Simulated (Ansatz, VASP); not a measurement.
**NbAs in VASP and in Ansatz**

```xyz
4
Lattice="0.0000 -3.4517 0.0000 3.4517 0.0000 0.0000 -1.7259 1.7259 5.8400" Properties=species:S:1:pos:R:3 pbc="T T T"
Nb    0.0000    0.0000    0.0000
Nb    0.0000   -1.7258    2.9200
As    0.0000    0.0000    4.8589
As    1.7259    0.0000    1.9389
```

Alike in both runs: task single point; functional PBE; k mesh 10 × 10 × 10; occupations gaussian, width 0.05 eV; no spin polarisation.

|  | VASP | Ansatz |
| --- | --- | --- |
| version | VASP 6.6.1 | Ansatz 0.2.0 |
| potentials or method | VASP PAW PBE potentials, release 64 (Nb_sv, As), cutoff 520 eV | scalar-relativistic, plane waves, PAW |
| valence electrons in the cell | 36 | 56 |

Ansatz gave:

| Quantity | Value |
| --- | --- |
| gap on the k mesh at the Fermi level (eV) | none |
| pressure (GPa) | 3.3 |
| traceless stress, the component that is largest in VASP (GPa) | 0.53 |
| rms of the force components (eV/Å) | 0.170 |

Estimate VASP's values.

gap on the k mesh at the Fermi level (eV): none; pressure (GPa): 3.3; traceless stress, the component that is largest in VASP (GPa): 0.49; rms of the force components (eV/Å): 0.171.

Atom by atom the forces differ by 0.000 eV/Å (rms over components). A gap of «none» marks a metal or a gap that the smearing closes. VASP's potentials hold 36 valence electrons a cell and Ansatz's 56, so a difference there can come from the potentials and not from the codes.
